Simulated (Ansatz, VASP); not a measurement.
**Bi in VASP and in Ansatz**

File INCAR:

```
ALGO     = Fast           # electronic algorithm
EDIFF    = 1E-6           # SCF threshold, eV
EDIFFG   = -0.01          # ionic threshold
ENCUT    = 600            # plane-wave cutoff, eV
GGA      = PE             # functional
IBRION   = 2              # ionic algorithm
ISIF     = 3              # what is computed and relaxed
ISMEAR   = 0              # smearing method
LASPH    = True           # aspherical terms in the spheres
LCHARG   = False          # write CHGCAR
LREAL    = False          # projectors in reciprocal space
LWAVE    = False          # write WAVECAR
NELM     = 100            # most SCF steps
NSW      = 100            # ionic steps
PREC     = Accurate       # precision mode
SIGMA    = 0.1            # smearing width, eV
```

File KPOINTS:

```
k-points
0
Gamma
  12 12 18
```

Contents of POSCAR:

```
Bi
1.0
    5.5385564079      0.0000000000      0.0000000000
   -2.7692782039      4.7965305495      0.0000000000
    0.0000000000      0.0000000000      3.2673142264
Bi
2
Direct
    0.3333333333      0.6666666667      0.5000000000
    0.6666666667      0.3333333333      0.5000000000
```

Input for Ansatz:

```yaml
crystal:
  lattice:
    - [5.5385564079, 0.0, 0.0]
    - [-2.7692782039, 4.7965305495, 0.0]
    - [0.0, 0.0, 3.2673142264]
  atoms:
    - { symbol: Bi, position: [0.3333333333, 0.6666666667, 0.5] }
    - { symbol: Bi, position: [0.6666666667, 0.3333333333, 0.5] }
basis:
  ecutwfc: 420
kpoints:
  mp_grid: { grid: [12, 12, 18] }
hamiltonian:
  xc: pbe
scf:
  occupations: { method: gaussian, width: 0.1 }
output:
  forces: true
  stress: true
  eigenvalues: true
  write_density: true
  write_potential: true
  elf: true
  volumetric_format: npy
relax:
  adjacent_minimum: "off"
  f_tol: 0.01
  max_steps: 80
  cell: { stress_tol: 0.05 }
```

Alike in both runs: task relaxation of cell and atoms; functional PBE; k mesh 12 × 12 × 18; occupations gaussian, width 0.1 eV; no spin polarisation.

```csv
,VASP,Ansatz
version,VASP 6.6.1,Ansatz 0.2.0
potentials or method,"VASP PAW PBE potentials, release 64 (Bi_d), cutoff 600 eV","scalar-relativistic, plane waves, PAW"
valence electrons in the cell,30,30
```

|  | VASP | Ansatz | Ansatz less VASP |
| --- | --- | --- | --- |
| gap on the k mesh at the Fermi level, each at its own relaxed structure (eV) | none | none | - |
| relaxed volume (Å³/atom) | 43.52 | 43.55 | +0.028 |
| relaxed length of the cell vector where the two differ most in proportion (Å) | 3.361 | 3.364 | +0.0026 |

A gap of «none» marks a metal or a gap that the smearing closes.

Spin-orbit coupling is off throughout.
